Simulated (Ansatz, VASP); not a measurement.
# Pd in VASP and in Ansatz

File INCAR:

```
PREC = Accurate
ENCUT = 520
EDIFF = 1E-6
ISMEAR = -1
SIGMA = 0.1
LREAL = False
LASPH = True
NELM = 80
ALGO = Normal
ISIF = 2
LWAVE = False
LCHARG = False
GGA = RP
NBANDS = 28
```

File KPOINTS:

```
Automatic mesh
0
Gamma
  14 14 4
```

Contents of POSCAR:

```
Pd
1.0
    2.7334534674      0.0000000000      0.0000000000
   -1.3667267337      2.3672401428      0.0000000000
    0.0000000000      0.0000000000      9.0079521205
Pd
4
Direct
    0.0000000000      0.0000000000      0.0000000000
    0.0000000000      0.0000000000      0.5000000000
    0.3333333333      0.6666666667      0.2500000000
    0.6666666667      0.3333333333      0.7500000000
```

Input for Ansatz:

```yaml
crystal:
  lattice:
    - [2.7334534674, 0.0, 0.0]
    - [-1.3667267337, 2.3672401428, 0.0]
    - [0.0, 0.0, 9.0079521205]
  atoms:
    - { symbol: Pd, position: [0.0, 0.0, 0.0] }
    - { symbol: Pd, position: [0.0, 0.0, 0.5] }
    - { symbol: Pd, position: [0.3333333333, 0.6666666667, 0.25] }
    - { symbol: Pd, position: [0.6666666667, 0.3333333333, 0.75] }
hamiltonian:
  xc: rpbe
  pseudopotentials:
    kind: paw
    azcp:
      Pd: "pseudopotentials/Pd.paw.azcp"
basis:
  ecutwfc: 420
  fft_grid_basis: typed
kpoints:
  mp_grid: { grid: [14, 14, 4], shift: [0, 0, 0] }
magnetization:
  spin_polarized: false
scf:
  occupations: { method: fermi_dirac, width: 0.1 }
  lower_state_search: "off"
output:
  stress: true
  write_density: true
  write_potential: true
  elf: true
  volumetric_format: npy
```

Alike in both runs: task single point; functional RPBE; k mesh 14 × 14 × 4; occupations fermi-dirac, width 0.1 eV; no spin polarisation.

|  | VASP | Ansatz |
| --- | --- | --- |
| version | VASP 6.6.1 | Ansatz 0.2.0 |
| potentials or method | VASP PAW PBE potentials, release 64 (Pd), cutoff 520 eV | plane waves (420 eV) with PAW, scalar-relativistic |
| valence electrons in the cell | 40 | 72 |

```csv
,VASP,Ansatz,Ansatz less VASP
pressure (GPa),15.0,15.3,+0.32
"traceless stress, the component that is largest in VASP (GPa)",-0.53,-0.53,+0.009
```

VASP's potentials were made for PBE, not for RPBE. VASP's potentials hold 40 valence electrons a cell and Ansatz's 72, so a difference there can come from the potentials and not from the codes.
